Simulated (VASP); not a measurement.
# YbN (Pm-3m) in VASP: a series of runs

YbN is run at these levels: LDA+U, PBEsol+U; tasks: single point.

Program: VASP 6.6.1. These are calculated values, not measurements. Logs are shortened: lines on timing, memory, paths and dates and some standing lists are left out, and cuts for length are marked.

### 1 The cell of the first run

It takes space group Pm-3m (No. 221, cubic). The conventional cell has a = 2.910 Å, b = 2.910 Å, c = 2.910 Å, α = 90.00°, β = 90.00°, γ = 90.00°. Yb (site symmetry m-3m) has 8 N at 2.52 Å and 6 Yb at 2.91 Å within 3.3 Å. Within 3.3 Å of N (site symmetry m-3m) lie 8 Yb at 2.52 Å and 6 N at 2.91 Å.

### 2 Single point, LDA+U, collinear spin, ferromagnetic start

INCAR reads:

```
SYSTEM = YbN
PREC = Accurate
ENCUT = 520
EDIFF = 1E-7
ISMEAR = 0
SIGMA = 0.05
LREAL = .FALSE.
LASPH = .TRUE.
NELM = 150
ALGO = Normal
ISIF = 2
LWAVE = .FALSE.
LCHARG = .TRUE.
ISPIN = 2
MAGMOM = 1 0
LORBIT = 11
LMAXMIX = 6
LDAU = .TRUE.
LDAUTYPE = 2
LDAUL = 3 -1
LDAUU = 5 0
LDAUJ = 0 0
LDAUPRINT = 1
GGA = CA
LELF = .TRUE.
LVHAR = .TRUE.
NBANDS = 26
```

KPOINTS reads:

```
Automatic mesh
0
G
  6 6 6
  0 0 0
```

POSCAR reads:

```
YbN
1.0
    2.9096680100      0.0000000000      0.0000000000
    0.0000000000      2.9096680100      0.0000000000
    0.0000000000      0.0000000000      2.9096680100
Yb N
1 1
Direct
    0.0000000000      0.0000000000      0.0000000000
    0.5000000000      0.5000000000      0.5000000000
```

Potentials or basis: VASP PAW PBE potentials, release 64 (Yb, N).

Command:

```bash
cat potpaw_PBE.64/Yb/POTCAR potpaw_PBE.64/N/POTCAR > POTCAR
mpirun -np 1 vasp_std > vasp.out
```

OUTCAR:

```text
SYSTEM = YbN
   PREC = Accurate
   ENCUT = 520
   EDIFF = 1E-7
   ISMEAR = 0
   LREAL = .FALSE.
   LASPH = .TRUE.
   NELM = 150
   ISIF = 2
   ISPIN = 2
   LORBIT = 11
   GGA = CA

 ion  position               nearest neighbor table
   1  0.000  0.000  0.000-   2 2.52   2 2.52   2 2.52   2 2.52   2 2.52   2 2.52   2 2.52   2 2.52

   2  0.500  0.500  0.500-   1 2.52   1 2.52   1 2.52   1 2.52   1 2.52   1 2.52   1 2.52   1 2.52

  LATTYP: Found a simple cubic cell.
 ALAT       =     2.9096680100

  Lattice vectors:

 A1 = (   2.9096680100,   0.0000000000,   0.0000000000)
 A2 = (   0.0000000000,   2.9096680100,   0.0000000000)
 A3 = (   0.0000000000,   0.0000000000,   2.9096680100)

Analysis of symmetry for initial positions (statically):
=====================================================================
 Subroutine PRICEL returns:
 Original cell was already a primitive cell.

 Routine SETGRP: Setting up the symmetry group for a
 simple cubic supercell.

 Subroutine GETGRP returns: Found 48 space group operations
 (whereof 48 operations were pure point group operations)
 out of a pool of 48 trial point group operations.

The static configuration has the point symmetry O_h .

Analysis of symmetry for dynamics (positions and initial velocities):
=====================================================================
 Subroutine PRICEL returns:
 Original cell was already a primitive cell.

 Routine SETGRP: Setting up the symmetry group for a
 simple cubic supercell.

 Subroutine GETGRP returns: Found 48 space group operations
 (whereof 48 operations were pure point group operations)
 out of a pool of 48 trial point group operations.

The dynamic configuration has the point symmetry O_h .

Analysis of structural, dynamic, and magnetic symmetry:
=====================================================================
 Subroutine PRICEL returns:
 Original cell was already a primitive cell.

 Routine SETGRP: Setting up the symmetry group for a
 simple cubic supercell.

 Subroutine GETGRP returns: Found 48 space group operations
 (whereof 48 operations were pure point group operations)
 out of a pool of 48 trial point group operations.
[... 175 lines left out ...]
  o =  1.0006  v =  0.0030  0.0000 -0.0039 -0.0000  0.7855  0.1128  0.6085  0.0000  0.0000  0.0000  0.0000  0.0000  0.0000  0.0000      0.0000  0.0000  0.0000  0.0000  0.0000  0.0000  0.0000  0.0000  0.0000  0.0000  0.0000  0.0000  0.0000  0.0000
  o =  1.0006  v =  0.6117  0.0000 -0.7897  0.0000  0.0003 -0.0474  0.0002  0.0000  0.0000  0.0000  0.0000  0.0000  0.0000  0.0000      0.0000  0.0000  0.0000  0.0000  0.0000  0.0000  0.0000  0.0000  0.0000  0.0000  0.0000  0.0000  0.0000  0.0000
  o =  1.0006  v = -0.0289  0.0000  0.0373  0.0000  0.0893 -0.9925  0.0691  0.0000  0.0000  0.0000  0.0000  0.0000  0.0000  0.0000      0.0000  0.0000  0.0000  0.0000  0.0000  0.0000  0.0000  0.0000  0.0000  0.0000  0.0000  0.0000  0.0000  0.0000
  o =  1.0147  v = -0.0000  1.0000  0.0000 -0.0000 -0.0000  0.0000  0.0000  0.0000  0.0000  0.0000  0.0000  0.0000  0.0000  0.0000      0.0000  0.0000  0.0000  0.0000  0.0000  0.0000  0.0000  0.0000  0.0000  0.0000  0.0000  0.0000  0.0000  0.0000

 number of electron      28.9999996 magnetization       0.8929464

 Free energy of the ion-electron system (eV)
  ---------------------------------------------------
  ext. energy  EPLUGINS =         0.00000000
  ---------------------------------------------------
  free energy    TOTEN  =       -13.92287138 eV

  energy without entropy =      -13.92155059  energy(sigma->0) =      -13.92221098

 E-fermi :   3.7722     XC(G=0): -13.4317

 val. band max:        3.7694600645   @ k =   0.5000   0.3333   0.0000
 cond. band min:       3.7864121821   @ k =   0.5000   0.5000   0.3333
 fundamental gap:      0.0169521176
 Fermi energy:         3.7722327215

 spin component 1

 k-point     1 :       0.0000    0.0000    0.0000
  band No.  band energies     occupation
      1     -47.4159      1.00000
      2     -19.1232      1.00000
      3     -19.1232      1.00000
      4     -19.1232      1.00000
      5     -10.3511      1.00000
      6       0.0570      1.00000
[... 569 lines left out ...]
     25      30.6391      0.00000
     26      30.9020      0.00000
 Fermi energy:         3.7722327215

 spin component 2

 k-point     1 :       0.0000    0.0000    0.0000
  band No.  band energies     occupation
      1     -47.1999      1.00000
      2     -18.9640      1.00000
      3     -18.9640      1.00000
      4     -18.9640      1.00000
      5      -9.9983      1.00000
      6       0.8535      1.00000
[... 569 lines left out ...]
     25      31.0840      0.00000
     26      31.0840      0.00000

------------------------ aborting loop because EDIFF is reached ----------------------------------------

  FORCE on cell =-STRESS in cart. coord.  units (eV):
  Direction    XX          YY          ZZ          XY          YZ          ZX
  --------------------------------------------------------------------------------------
  -------------------------------------------------------------------------------------
  Total       -0.9675388     -0.9675388     -0.9675388      0.0000000     -0.0000000     -0.0000000
  in kB      -62.9286869    -62.9286869    -62.9286869      0.0000000     -0.0000000     -0.0000000
  external PRESSURE =     -62.9286869 kB  Pullay stress =       0.0000000 kB

 VOLUME and BASIS-vectors are now :
 -----------------------------------------------------------------------------
  energy-cutoff  :      520.00
  volume of cell :       24.63
      direct lattice vectors                 reciprocal lattice vectors
     2.909668010  0.000000000  0.000000000     0.343681821  0.000000000  0.000000000
     0.000000000  2.909668010  0.000000000     0.000000000  0.343681821  0.000000000
     0.000000000  0.000000000  2.909668010     0.000000000  0.000000000  0.343681821

 POSITION                                       TOTAL-FORCE (eV/Angst)
 -----------------------------------------------------------------------------------
      0.00000      0.00000      0.00000         0.000000      0.000000      0.000000
      1.45483      1.45483      1.45483         0.000000      0.000000      0.000000
 -----------------------------------------------------------------------------------
    total drift:                                0.000000      0.000000      0.000000

  FREE ENERGIE OF THE ION-ELECTRON SYSTEM (eV)
  ---------------------------------------------------
  free  energy   TOTEN  =       -13.9228713772 eV

  energy  without entropy=      -13.9215505858  energy(sigma->0) =      -13.92221098

 total charge

# of ion       s       p       d       f       tot
--------------------------------------------------
    1        2.166   6.098   0.590  13.450  22.304
    2        1.231   2.367   0.000   0.000   3.598
--------------------------------------------------
tot          3.396   8.465   0.590  13.450  25.901

 magnetization (x)

# of ion       s       p       d       f       tot
--------------------------------------------------
    1       -0.002   0.002   0.006   0.552   0.557
    2        0.011   0.231   0.000   0.000   0.243
--------------------------------------------------
tot          0.010   0.233   0.006   0.552   0.800
```

stdout:

```text
POSCAR found type information on POSCAR YbN
 POSCAR found :  2 types and       2 ions
 scaLAPACK will be used
 -----------------------------------------------------------------------------
|                                                                             |
|                                                                             |
|     You enforced a specific xc type in the INCAR file but a different       |
|     I HOPE YOU KNOW WHAT YOU ARE DOING!                                     |
|                                                                             |
 -----------------------------------------------------------------------------

 LDA part: xc-table for (Slater(with rela. corr.)+CA(PZ))
 , standard interpolation
 POSCAR, INCAR and KPOINTS ok, starting setup
 FFT: planning ... GRIDC
 FFT: planning ... GRID_SOFT
 FFT: planning ... GRID
 WAVECAR not read
 entering main loop
```

It took 43 s on 1 thread of AMD EPYC 7R13 (Zen 3), shared host; peak memory 0.13 GiB.

What came out:

```
Free energy                                           : -13.9229 eV
Pressure                                              : -6.3 GPa
Net moment                                            : 0.89 μB per cell
Site moments                                          : Yb +0.56; N +0.24 μB
Valence electrons inside the program's atomic spheres : Yb 22.30; N 3.60
```

Levels at points of the mesh, in eV from the Fermi level:
Spin up:
```csv
k point,band 13,band 14,band 15,band 16,band 17,band 18
"(0.00, 0.00, 0.00)",0.18,0.18,0.18,0.42,0.42,4.95
"(0.50, 0.00, 0.00)",-2.95,-1.13,-1.13,1.79,7.62,9.35
"(0.50, 0.50, 0.00)",-1.91,-1.91,0.50,1.48,4.70,5.93
"(0.50, 0.50, 0.50)",-3.07,-3.07,-3.07,9.46,9.46,9.46
```
Spin down:
| k point | band 11 | band 12 | band 13 | band 14 | band 15 | band 16 | band 17 | band 18 |
| --- | --- | --- | --- | --- | --- | --- | --- | --- |
| (0.00, 0.00, 0.00) | -2.83 | -0.11 | 0.44 | 0.44 | 0.62 | 0.62 | 0.62 | 5.17 |
| (0.50, 0.00, 0.00) | -2.56 | -2.56 | -0.77 | -0.77 | -0.16 | 1.81 | 7.87 | 9.58 |
| (0.50, 0.50, 0.00) | -2.51 | -1.55 | -1.55 | -0.84 | 1.52 | 1.53 | 4.87 | 6.04 |
| (0.50, 0.50, 0.50) | -2.75 | -2.73 | -2.73 | -2.73 | -0.04 | 9.78 | 9.78 | 9.78 |

Eigenvalues of the final occupation matrices:
| site | spin | trace | eigenvalues |
| --- | --- | --- | --- |
| site 1 f | 1 | 7.01 | 1.00 1.00 1.00 1.00 1.00 1.00 1.01 |
| site 1 f | 2 | 6.46 | 0.48 0.99 0.99 0.99 1.00 1.00 1.00 |

Caveat: the cell stands under tension; the PAW data sets were made with another functional, which shifts forces and pressure a little; spin-orbit coupling is left out, which moves the levels of the heavy elements.

### 3 Single point, PBEsol+U, collinear spin, ferromagnetic start

INCAR reads:

```
ALGO = Normal
EDIFF = 1E-6
ENCUT = 520
GGA = PS
ISIF = 2
ISMEAR = 0
ISPIN = 2
LASPH = T
LCHARG = F
LDAU = T
LDAUJ = 0 0
LDAUL = 3 -1
LDAUPRINT = 1
LDAUTYPE = 2
LDAUU = 6 0
LMAXMIX = 6
LORBIT = 11
LREAL = F
LWAVE = F
MAGMOM = 1.16 0
NBANDS = 26
NELM = 150
PREC = Accurate
SIGMA = 0.05
```

KPOINTS reads:

```
k-points
0
Gamma
  6 6 6
```

POSCAR is that of step 2.

Potentials or basis: VASP PAW PBE potentials, release 64 (Yb, N).

Command:

```bash
cat potpaw_PBE.64/Yb/POTCAR potpaw_PBE.64/N/POTCAR > POTCAR
mpirun -np 1 vasp_std > vasp.out
```

It took 44 s on 1 thread of AMD EPYC 7R13 (Zen 3), shared host; peak memory 0.14 GiB.

Results (log left out):

* Free energy: -12.9123 eV
* Pressure: -2.2 GPa
* Band gap on the k mesh: zero (filled and empty bands overlap)
* Net moment: 0.97 μB per cell
* Site moments: Yb +0.67; N +0.22 μB
* Valence electrons inside the program's atomic spheres: Yb 22.30; N 3.61

Levels at points of the mesh, in eV from the Fermi level:
Spin up:
```
           k point  band 12  band 13  band 14  band 15  band 16  band 17  band 18  band 19
(0.00, 0.00, 0.00)    -4.53    -0.03    -0.03    -0.03     0.15     0.15     4.60     9.11
(0.50, 0.00, 0.00)    -4.34    -4.34    -1.29    -1.29     1.52     7.43     9.06     9.06
(0.50, 0.50, 0.00)    -4.31    -2.32    -2.32     0.29     1.18     4.36     5.58     5.58
(0.50, 0.50, 0.50)    -4.51    -4.46    -4.46    -4.46     9.25     9.25     9.25    11.46
```
Spin down:
```
           k point  band 10  band 11  band 12  band 13  band 14  band 15  band 16  band 17  band 18  band 19
(0.00, 0.00, 0.00)    -4.04    -4.04    -0.02     0.13     0.13     0.40     0.40     0.40     4.80     9.26
(0.50, 0.00, 0.00)    -4.06    -3.84    -3.84    -0.94    -0.94    -0.08     1.49     7.65     9.30     9.30
(0.50, 0.50, 0.00)    -4.03    -3.79    -1.97    -1.97    -0.79     1.19     1.49     4.52     5.70     5.70
(0.50, 0.50, 0.50)    -4.12    -4.12    -4.00    -4.00    -4.00     0.03     9.58     9.58     9.58    11.55
```

Eigenvalues of the final occupation matrices:
```csv
site,spin,trace,eigenvalues
site 1 f,1,7.03,1.00 1.00 1.00 1.00 1.00 1.00 1.02
site 1 f,2,6.36,0.36 1.00 1.00 1.00 1.00 1.00 1.00
```

Caveat: the PAW data sets were made with another functional, which shifts forces and pressure a little; spin-orbit coupling is left out, which moves the levels of the heavy elements.

### 4 Single point, PBEsol+U, collinear spin, ferromagnetic start

INCAR reads:

```
SYSTEM = YbN
PREC = Accurate
ENCUT = 520
EDIFF = 1E-6
ISMEAR = 0
SIGMA = 0.05
LREAL = .FALSE.
LASPH = .TRUE.
NELM = 150
ALGO = Normal
ISIF = 2
LWAVE = .FALSE.
LCHARG = .FALSE.
ISPIN = 2
MAGMOM = 1 0
LORBIT = 11
LMAXMIX = 6
LDAU = .TRUE.
LDAUTYPE = 2
LDAUL = 3 -1
LDAUU = 6 0
LDAUJ = 0 0
LDAUPRINT = 1
GGA = PS
NBANDS = 26
```

KPOINTS reads:

```
regular mesh
0
G
  6 6 6
  0 0 0
```

POSCAR is that of step 3.

Command:

```bash
cat potpaw_PBE.64/Yb/POTCAR potpaw_PBE.64/N/POTCAR > POTCAR
mpirun -np 1 vasp_std > vasp.out
```

It took 46 s on 1 thread of AMD EPYC 7R13 (Zen 3), shared host; peak memory 0.14 GiB.

The run converged. Its results:

| Item | Value |
| --- | --- |
| Free energy | -12.9123 eV |
| Pressure | -2.4 GPa |
| Band gap on the k mesh | zero (filled and empty bands overlap) |
| Net moment | 0.97 μB per cell |
| Site moments | Yb +0.67; N +0.22 μB |
| Valence electrons inside the program's atomic spheres | Yb 22.30; N 3.61 |

Levels at points of the mesh, in eV from the Fermi level:
Spin up:
```tsv
k point	band 12	band 13	band 14	band 15	band 16	band 17	band 18	band 19
(0.00, 0.00, 0.00)	-4.54	-0.04	-0.04	-0.04	0.15	0.15	4.59	9.10
(0.50, 0.00, 0.00)	-4.34	-4.34	-1.29	-1.29	1.51	7.43	9.06	9.06
(0.50, 0.50, 0.00)	-4.31	-2.32	-2.32	0.29	1.18	4.35	5.58	5.58
(0.50, 0.50, 0.50)	-4.51	-4.46	-4.46	-4.46	9.25	9.25	9.25	11.46
```
Spin down:
| k point | band 12 | band 13 | band 14 | band 15 | band 16 | band 17 |
| --- | --- | --- | --- | --- | --- | --- |
| (0.00, 0.00, 0.00) | -0.02 | 0.13 | 0.13 | 0.40 | 0.40 | 0.40 |
| (0.50, 0.00, 0.00) | -3.84 | -0.94 | -0.94 | -0.08 | 1.49 | 7.65 |
| (0.50, 0.50, 0.00) | -1.97 | -1.97 | -0.79 | 1.19 | 1.49 | 4.52 |
| (0.50, 0.50, 0.50) | -4.00 | -4.00 | -4.00 | 0.03 | 9.58 | 9.58 |

Eigenvalues of the final occupation matrices:
```csv
site,spin,trace,eigenvalues
site 1 f,1,7.03,1.00 1.00 1.00 1.00 1.00 1.00 1.02
site 1 f,2,6.36,0.36 1.00 1.00 1.00 1.00 1.00 1.00
```

Caveat: the PAW data sets were made with another functional, which shifts forces and pressure a little; spin-orbit coupling is left out, which moves the levels of the heavy elements.

(Continued in part 2 of 2.)

The gap in the log of VASP goes by the Fermi energy; the results here count the filled bands.